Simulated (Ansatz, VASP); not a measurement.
# KSrCl3: VASP beside Ansatz

```xyz
5
Lattice="5.6080 0.0000 0.0000 0.0000 5.6080 0.0000 0.0000 0.0000 5.6080" Properties=species:S:1:pos:R:3 pbc="T T T"
K     0.0000    0.0000    0.0000
Sr    2.8040    2.8040    2.8040
Cl    2.8040    2.8040    0.0000
Cl    2.8040    0.0000    2.8040
Cl    0.0000    2.8040    2.8040
```

Change from the starting cell: hydrostatic strain -0.5%.

Alike in both runs: task single point; functional r2SCAN; k mesh 4 × 4 × 4; no spin polarisation.

|  | VASP | Ansatz |
| --- | --- | --- |
| version | VASP 6.6.1 | Ansatz 0.2.0 |
| potentials or method | VASP PAW PBE potentials, release 64 (K_sv, Sr_sv, Cl) | plane waves, PAW |
| plane-wave cutoff (eV) | 520 | 500 |
| occupations | gaussian, width 0.01 eV | fixed |
| valence electrons in the cell | 40 | 40 |

|  | VASP | Ansatz | Ansatz less VASP |
| --- | --- | --- | --- |
| gap on the k mesh at the Fermi level (eV) | 5.22 | 5.21 | -0.003 |
| pressure (GPa) | 0.4 | 0.4 | -0.03 |

VASP's potentials were made for PBE, not for r2SCAN.
